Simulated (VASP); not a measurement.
# NiO2 (P-3m1) in VASP: notebook

The runs below take NiO2 through single point, with PBEsol.

Everything below comes from runs of VASP 6.6.1. Logs are shortened: lines on timing, memory, paths and dates and some standing lists are left out, and cuts for length are marked.

**1. The cell of the first run**

It takes space group P-3m1 (No. 164, trigonal). Conventional cell: a = 2.822 Å, b = 2.822 Å, c = 4.839 Å, α = 90.00°, β = 90.00°, γ = 120.00°. Ni (site symmetry -3m) has 6 O at 2.00 Å within 2.6 Å. O (site symmetry 3m) has 3 Ni at 2.00 Å within 2.6 Å.

**2. Single point, PBEsol (c/a of the conventional cell at fixed volume 1.7147)**

File INCAR:

```
SYSTEM = NiO2
ALGO = Normal
EDIFF = 1E-6
ENCUT = 520
GGA = PS
ISIF = 2
ISMEAR = 0
LASPH = .TRUE.
LCHARG = .FALSE.
LREAL = .FALSE.
LWAVE = .FALSE.
NBANDS = 18
NELM = 60
PREC = Accurate
SIGMA = 0.05
```

File KPOINTS:

```
k-points
0
G
  12 12 6
  0 0 0
```

File POSCAR:

```
NiO2
1.0
    2.8221285779      0.0000000000      0.0000000000
   -1.4110642890      2.4440350412      0.0000000000
    0.0000000000      0.0000000000      4.8391038725
Ni O
1 2
Direct
    0.0000000000      0.0000000000      0.5000000000
    0.6666666667      0.3333333333      0.7379352920
    0.3333333333      0.6666666667      0.2620647080
```

Potentials or basis: VASP PAW PBE potentials, release 64 (Ni, O).

Started as:

```bash
cat potpaw_PBE.64/Ni/POTCAR potpaw_PBE.64/O/POTCAR > POTCAR
mpirun -np 1 vasp_std > vasp.out
```

OUTCAR:

```text
SYSTEM = NiO2
   EDIFF = 1E-6
   ENCUT = 520
   GGA = PS
   ISIF = 2
   ISMEAR = 0
   LASPH = .TRUE.
   LREAL = .FALSE.
   NELM = 60
   PREC = Accurate

 ion  position               nearest neighbor table
   1  0.000  0.000  0.500-   2 2.00   3 2.00   2 2.00   3 2.00   2 2.00   3 2.00
   2  0.667  0.333  0.738-   1 2.00   1 2.00   1 2.00
   3  0.333  0.667  0.262-   1 2.00   1 2.00   1 2.00

  LATTYP: Found a hexagonal cell.
 ALAT       =     2.8221285779
 C/A-ratio  =     1.7147000000

  Lattice vectors:

 A1 = (   2.8221285779,   0.0000000000,   0.0000000000)
 A2 = (  -1.4110642890,   2.4440350412,   0.0000000000)
 A3 = (   0.0000000000,   0.0000000000,   4.8391038725)

Analysis of symmetry for initial positions (statically):
=====================================================================
 Subroutine PRICEL returns:
 Original cell was already a primitive cell.

 Routine SETGRP: Setting up the symmetry group for a
 hexagonal supercell.

 Subroutine GETGRP returns: Found 12 space group operations
 (whereof 12 operations were pure point group operations)
 out of a pool of 24 trial point group operations.

The static configuration has the point symmetry D_3d.

Analysis of symmetry for dynamics (positions and initial velocities):
=====================================================================
 Subroutine PRICEL returns:
 Original cell was already a primitive cell.

 Routine SETGRP: Setting up the symmetry group for a
 hexagonal supercell.

 Subroutine GETGRP returns: Found 12 space group operations
 (whereof 12 operations were pure point group operations)
 out of a pool of 24 trial point group operations.

The dynamic configuration has the point symmetry D_3d.

 Subroutine INISYM returns: Found 12 space group operations
 (whereof 12 operations are pure point group operations),
 and found     1 'primitive' translations

----------------------------------------------------------------------------------------

                                     Primitive cell

  volume of cell :      33.3771

  direct lattice vectors                    reciprocal lattice vectors
     2.822128578  0.000000000  0.000000000     0.354342466  0.204579718  0.000000000
    -1.411064289  2.444035041  0.000000000     0.000000000  0.409159436  0.000000000
     0.000000000  0.000000000  4.839103872     0.000000000  0.000000000  0.206649832

  length of vectors
[... 84 lines left out ...]
   EDIFF  = 0.1E-05   stopping-criterion for ELM
   LREAL  =      F    real-space projection
   EDIFFG = 0.1E-04   stopping-criterion for IOM
   NSW    =      0    number of steps for IOM
   IBRION =     -1    ionic relax: 0-MD 1-quasi-New 2-CG
   NFREE  =      0    steps in history (QN), initial steepest desc. (CG)
   ISIF   =      2    stress and relaxation
   ISYM   =      2    0-nonsym 1-usesym 2-fastsym
   POTIM  = 0.5000    time-step for ionic-motion
   TEBEG  =    0.0;   TEEND  =   0.0 temperature during run
   PSTRESS=    0.0 pullay stress
   NELECT =      22.0000    total number of electrons
   NUPDOWN=      -1.0000    fix difference up-down
   EMIN   =  10.00;   EMAX   =-10.00  energy-range for DOS
   EFERMI =   0.00;   METHOD = LEGACY
   ISMEAR =     0;   SIGMA  =   0.05  broadening in eV -4-tet -1-fermi 0-gaus
   EFERMI_NEDOS =   21; number of points for ismear=-14 and -15
   IALGO  =     38    algorithm
   IMIX   =      4    mixing-type and parameters
     AMIX     =   0.40;   BMIX     =  1.00
     AMIX_MAG =   1.60;   BMIX_MAG =  1.00
  volume/ion in A,a.u.               =      11.13        75.08
  Fermi-wavevector in a.u.,A,eV,Ry     =   1.424730  2.692350 27.617874  2.029856
  Thomas-Fermi vector in A             =   2.545190
   LORBIT       =      0    0 simple, 1 ext, 2 COOP (PROOUT), +10 PAW based schemes
   GGA     = PS    functional components
   LHFCALC =     F    Hartree Fock is set to
   AEXX    =    0.0000 exact exchange contribution
   IVDW    =     0    specifies the selected vdW correction
   LEPSILON=     F    determine dielectric tensor
   LRPA    =     F    only Hartree local field effects (RPA)
 non-spin polarized calculation
 Gauss-broadening in eV      SIGMA  =   0.05
  energy-cutoff  :      520.00
  volume of cell :       33.38
 maximum number of plane-waves:       916
 NGX is ok and might be reduce to    24
   NGX = 11   NGY = 11   NGZ = 17

 number of electron      22.0000003 magnetization

 Free energy of the ion-electron system (eV)
  ---------------------------------------------------
  ext. energy  EPLUGINS =         0.00000000
  ---------------------------------------------------
  free energy    TOTEN  =       -17.90987569 eV

  energy without entropy =      -17.90987569  energy(sigma->0) =      -17.90987569

 E-fermi :   2.0663     XC(G=0): -10.9106

 val. band max:        1.7409146745   @ k =   0.1667   0.0000   0.5000
 cond. band min:       2.3933253015   @ k =   0.2500   0.0000   0.3333
 fundamental gap:      0.6524106270
 Fermi energy:         2.0662722579

 k-point     1 :       0.0000    0.0000    0.0000
  band No.  band energies     occupation
      1     -16.4673      2.00000
      2     -15.0173      2.00000
      3      -3.4928      2.00000
      4      -2.0939      2.00000
      5      -2.0939      2.00000
      6       0.1158      2.00000
[... 481 lines left out ...]
      5      -1.9538      2.00000
      6      -0.7178      2.00000
[... 10 lines left out ...]
     17      18.7831      0.00000
     18      21.5177      0.00000

 [... further k-points ...]

------------------------ aborting loop because EDIFF is reached ----------------------------------------

  FORCE on cell =-STRESS in cart. coord.  units (eV):
  Direction    XX          YY          ZZ          XY          YZ          ZX
  --------------------------------------------------------------------------------------
  -------------------------------------------------------------------------------------
  Total       -4.3424184     -4.3424184     -7.6081757      0.0000000      0.0000000     -0.0000000
  in kB     -208.4457689   -208.4457689   -365.2094017      0.0000000      0.0000000     -0.0000000
  external PRESSURE =    -260.7003132 kB  Pullay stress =       0.0000000 kB

 VOLUME and BASIS-vectors are now :
 -----------------------------------------------------------------------------
  energy-cutoff  :      520.00
  volume of cell :       33.38
      direct lattice vectors                 reciprocal lattice vectors
     2.822128578  0.000000000  0.000000000     0.354342466  0.204579718  0.000000000
    -1.411064289  2.444035041  0.000000000     0.000000000  0.409159436  0.000000000
     0.000000000  0.000000000  4.839103872     0.000000000  0.000000000  0.206649832

 POSITION                                       TOTAL-FORCE (eV/Angst)
 -----------------------------------------------------------------------------------
      0.00000      0.00000      2.41955         0.000000     -0.000000      0.000000
      1.41106      0.81468      3.57095        -0.000000      0.000000     -3.273373
     -0.00000      1.62936      1.26816         0.000000     -0.000000      3.273373
 -----------------------------------------------------------------------------------
    total drift:                                0.000000     -0.000000      0.000000

  FREE ENERGIE OF THE ION-ELECTRON SYSTEM (eV)
  ---------------------------------------------------
  free  energy   TOTEN  =       -17.9098756920 eV

  energy  without entropy=      -17.9098756920  energy(sigma->0) =      -17.90987569
```

OSZICAR:

```text
N       E                     dE             d eps       ncg     rms          rms(c)
DAV:   1     0.159250716181E+03    0.15925E+03   -0.11637E+04  3608   0.144E+03
DAV:   2    -0.108777701813E+02   -0.17013E+03   -0.15868E+03  3858   0.313E+02
DAV:   3    -0.256568511811E+02   -0.14779E+02   -0.14540E+02  4238   0.105E+02
DAV:   4    -0.258609890680E+02   -0.20414E+00   -0.20388E+00  4288   0.125E+01
DAV:   5    -0.258635623445E+02   -0.25733E-02   -0.25730E-02  4188   0.143E+00    0.250E+01
DAV:   6    -0.384978182665E+02   -0.12634E+02   -0.59872E+01  4520   0.178E+02    0.506E+01
DAV:   7    -0.186773111727E+02    0.19821E+02   -0.21955E+01  4188   0.101E+02    0.941E+00
DAV:   8    -0.180425146285E+02    0.63480E+00   -0.44277E+00  4758   0.518E+01    0.465E+00
DAV:   9    -0.184050725615E+02   -0.36256E+00   -0.18367E+00  4716   0.411E+01    0.676E+00
DAV:  10    -0.179536094768E+02    0.45146E+00   -0.44552E-01  4192   0.199E+01    0.185E+00
DAV:  11    -0.179281484862E+02    0.25461E-01   -0.67063E-02  5272   0.342E+00    0.129E+00
DAV:  12    -0.179098874320E+02    0.18261E-01   -0.18139E-02  4502   0.458E+00    0.150E-01
DAV:  13    -0.179099100221E+02   -0.22590E-04   -0.45896E-03  4176   0.607E-01    0.972E-02
DAV:  14    -0.179099532110E+02   -0.43189E-04   -0.10210E-04  3898   0.908E-02    0.957E-02
DAV:  15    -0.179098789758E+02    0.74235E-04   -0.17655E-04  4140   0.406E-01    0.176E-02
DAV:  16    -0.179098756472E+02    0.33286E-05   -0.22671E-05  3926   0.449E-02    0.807E-03
DAV:  17    -0.179098756920E+02   -0.44814E-07   -0.68873E-07  2882   0.101E-02
   1 F= -.17909876E+02 E0= -.17909876E+02  d E =-.213521E-21
```

Wall time 36 s (1 thread of Intel Xeon Platinum 8488C (Sapphire Rapids), shared host); peak memory 0.19 GiB.

What came out:

* Free energy: -17.9099 eV
* Pressure: -26.1 GPa
* Largest force: 3.273 eV/Å
* Band gap on the k mesh: 0.65 eV, indirect (least direct gap 0.69 eV)

Forces on the atoms (eV/Å):
```
Ni   0.000  0.000  0.000
O    0.000  0.000 -3.273
O    0.000  0.000  3.273
```

Levels at points of the mesh, in eV from the valence-band top:
```csv
k point,band 7,band 8,band 9,band 10,band 11,band 12,band 13,band 14,band 15,band 16
"(0.00, 0.00, 0.00)",-1.63,-0.77,-0.47,-0.43,-0.43,1.67,1.67,6.55,10.83,14.29
"(0.50, 0.00, 0.00)",-2.13,-1.64,-1.54,-1.12,-0.59,1.41,1.66,10.85,11.78,14.40
"(0.00, 0.00, 0.50)",-1.63,-1.63,-0.49,-0.49,-0.43,1.73,1.73,7.94,9.90,15.11
"(0.50, 0.00, 0.50)",-1.61,-1.49,-1.40,-1.12,-0.63,1.44,1.54,10.55,11.31,14.72
```

Caveat: the PAW data sets were made with another functional, which shifts forces and pressure a little.

**3. Single point, PBEsol (c/a of the conventional cell at fixed volume 1.6433)**

File INCAR:

```
PREC = Accurate ; ENCUT = 520
EDIFF = 1E-6 ; ISMEAR = 0
SIGMA = 0.05 ; LREAL = False
LASPH = True ; NELM = 100
ALGO = Normal ; ISIF = 2
LWAVE = False ; LCHARG = False
GGA = PS ; NBANDS = 18
```

File KPOINTS:

```
Automatic mesh
0
Gamma
  12 12 6
```

File POSCAR:

```
NiO2
1.0
    2.8624235356      0.0000000000      0.0000000000
   -1.4312117678      2.4789314982      0.0000000000
    0.0000000000      0.0000000000      4.7038205961
Ni O
1 2
Direct
    0.0000000000      0.0000000000      0.5000000000
    0.6666666667      0.3333333333      0.6876599244
    0.3333333333      0.6666666667      0.3123400756
```

Potentials or basis: VASP PAW PBE potentials, release 64 (Ni, O).

Started as:

```bash
cat potpaw_PBE.64/Ni/POTCAR potpaw_PBE.64/O/POTCAR > POTCAR
mpirun -np 1 vasp_std > vasp.out
```

OUTCAR:

```text
PREC = Accurate
   ENCUT = 520
   EDIFF = 1E-6
   ISMEAR = 0
   LREAL = False
   LASPH = True
   NELM = 100
   ISIF = 2
   GGA = PS

 ion  position               nearest neighbor table
   1  0.000  0.000  0.500-   2 1.87   3 1.87   3 1.87   2 1.87   2 1.87   3 1.87
   2  0.667  0.333  0.688-   1 1.87   1 1.87   1 1.87
   3  0.333  0.667  0.312-   1 1.87   1 1.87   1 1.87

  LATTYP: Found a hexagonal cell.
 ALAT       =     2.8624235356
 C/A-ratio  =     1.6433000000

  Lattice vectors:
[... 696 lines left out ...]

  FORCE on cell =-STRESS in cart. coord.  units (eV):
  Direction    XX          YY          ZZ          XY          YZ          ZX
  --------------------------------------------------------------------------------------
  -------------------------------------------------------------------------------------
  Total       -1.5485784     -1.5485784      0.5211641      0.0000000     -0.0000000      0.0000000
  in kB      -74.3352162    -74.3352162     25.0170377      0.0000000     -0.0000000      0.0000000
  external PRESSURE =     -41.2177982 kB  Pullay stress =       0.0000000 kB

 VOLUME and BASIS-vectors are now :
 -----------------------------------------------------------------------------
  energy-cutoff  :      520.00
  volume of cell :       33.38
      direct lattice vectors                 reciprocal lattice vectors
     2.862423536  0.000000000  0.000000000     0.349354310  0.201699805  0.000000000
    -1.431211768  2.478931498  0.000000000     0.000000000  0.403399610  0.000000000
     0.000000000  0.000000000  4.703820596     0.000000000  0.000000000  0.212593142

 POSITION                                       TOTAL-FORCE (eV/Angst)
 -----------------------------------------------------------------------------------
      0.00000      0.00000      2.35191        -0.000000      0.000000      0.000000
      1.43121      0.82631      3.23463         0.000000     -0.000000      0.312674
     -0.00000      1.65262      1.46919        -0.000000      0.000000     -0.312674
 -----------------------------------------------------------------------------------
    total drift:                                0.000000      0.000000      0.000000

  FREE ENERGIE OF THE ION-ELECTRON SYSTEM (eV)
  ---------------------------------------------------
  free  energy   TOTEN  =       -18.7040814613 eV

  energy  without entropy=      -18.7040814613  energy(sigma->0) =      -18.70408146
```

Run time: 38 s. Hardware: 1 thread of Intel Xeon Platinum 8488C (Sapphire Rapids), shared host; peak memory 0.18 GiB.

What came out:

- Free energy: -18.7041 eV
- Pressure: -4.1 GPa
- Largest force: 0.313 eV/Å
- Band gap on the k mesh: 0.88 eV, indirect (least direct gap 1.19 eV)

Forces in eV/Å, atoms in the order of the input:
```
Ni   0.000  0.000  0.000
O    0.000  0.000  0.313
O    0.000  0.000 -0.313
```

Levels at points of the mesh, in eV from the valence-band top:
```tsv
k point	band 8	band 9	band 10	band 11	band 12	band 13	band 14	band 15
(0.00, 0.00, 0.00)	-1.23	-1.23	-0.88	-0.25	2.15	2.15	7.25	10.73
(0.50, 0.00, 0.00)	-1.88	-1.87	-1.71	-1.06	1.36	2.11	12.27	12.68
(0.00, 0.00, 0.50)	-1.86	-1.25	-1.25	-0.04	2.17	2.17	9.22	9.55
(0.50, 0.00, 0.50)	-1.88	-1.71	-1.45	-1.12	1.35	2.06	11.43	12.49
```

Caveat: the PAW data sets were made with another functional, which shifts forces and pressure a little. Spin polarisation is off, so any magnetic state and its effect on volume and gap are missing.

**4. Single point, PBEsol (c/a of the conventional cell at fixed volume 1.8576)**

File INCAR:

```
PREC = Accurate
ENCUT = 520
EDIFF = 1E-7
ISMEAR = 0
SIGMA = 0.05
LREAL = False
LASPH = True
NELM = 80
ALGO = Normal
ISIF = 2
LWAVE = False
LCHARG = False
GGA = PS
NBANDS = 18
```

KPOINTS is that of step 3.

File POSCAR:

```
NiO2
1.0
    2.7478231521      0.0000000000      0.0000000000
   -1.3739115761      2.3796846548      0.0000000000
    0.0000000000      0.0000000000      5.1043562873
Ni O
1 2
Direct
    0.0000000000      0.0000000000      0.5000000000
    0.6666666667      0.3333333333      0.6876599244
    0.3333333333      0.6666666667      0.3123400756
```

Started as:

```bash
cat potpaw_PBE.64/Ni/POTCAR potpaw_PBE.64/O/POTCAR > POTCAR
mpirun -np 1 vasp_std > vasp.out
```

Wall time 41 s (1 thread of Intel Xeon Platinum 8488C (Sapphire Rapids), shared host); peak memory 0.18 GiB.

It converged, with:

* Free energy: -18.7434 eV
* Pressure: 3.0 GPa
* Largest force: 0.076 eV/Å
* Band gap on the k mesh: 1.12 eV, indirect (least direct gap 1.33 eV)

Forces in eV/Å, atoms in the order of the input:
```
Ni   0.000  0.000  0.000
O    0.000  0.000 -0.076
O    0.000  0.000  0.076
```

Stress tensor (GPa, compression positive):
```
 4.91  0.00  0.00
 0.00  4.91  0.00
 0.00  0.00 -0.90
```

Levels at points of the mesh, in eV from the valence-band top:
```tsv
k point	band 8	band 9	band 10	band 11	band 12	band 13	band 14	band 15
(0.00, 0.00, 0.00)	-1.05	-0.95	-0.95	-0.33	2.38	2.38	7.71	11.29
(0.50, 0.00, 0.00)	-2.02	-1.69	-1.66	-0.96	1.78	2.28	12.55	13.66
(0.00, 0.00, 0.50)	-1.78	-0.96	-0.96	-0.12	2.39	2.39	9.57	9.81
(0.50, 0.00, 0.50)	-1.75	-1.69	-1.68	-0.99	1.78	2.25	11.99	13.05
```

Caveat: the PAW data sets were made with another functional, which shifts forces and pressure a little. Spin polarisation is off, so any magnetic state and its effect on volume and gap are missing.

**5. Summary**

| cell | gap on the mesh (eV) | pressure (GPa) | largest force (eV/Å) |
| --- | --- | --- | --- |
| a = 2.822, b = 2.822, c = 4.839 Å, angles 90.0, 90.0, 120.0°, 3 atoms | 0.65 | -26.1 | 3.27 |
| a = 2.862, b = 2.862, c = 4.704 Å, angles 90.0, 90.0, 120.0°, 3 atoms | 0.88 | -4.1 | 0.31 |
| a = 2.748, b = 2.748, c = 5.104 Å, angles 90.0, 90.0, 120.0°, 3 atoms | 1.12 | 3.0 | 0.08 |

Alike in all rows: task single point; level PBEsol; potentials or basis VASP PAW PBE potentials, release 64 (Ni, O); no spin polarisation; k mesh 12 × 12 × 6; cutoff (eV) 520; smearing gaussian 0.05 eV.

Caveats: the PAW data sets were made with another functional, which shifts forces and pressure a little.

Total energies depend on the potentials used, so only differences within one code and one set of settings carry meaning.
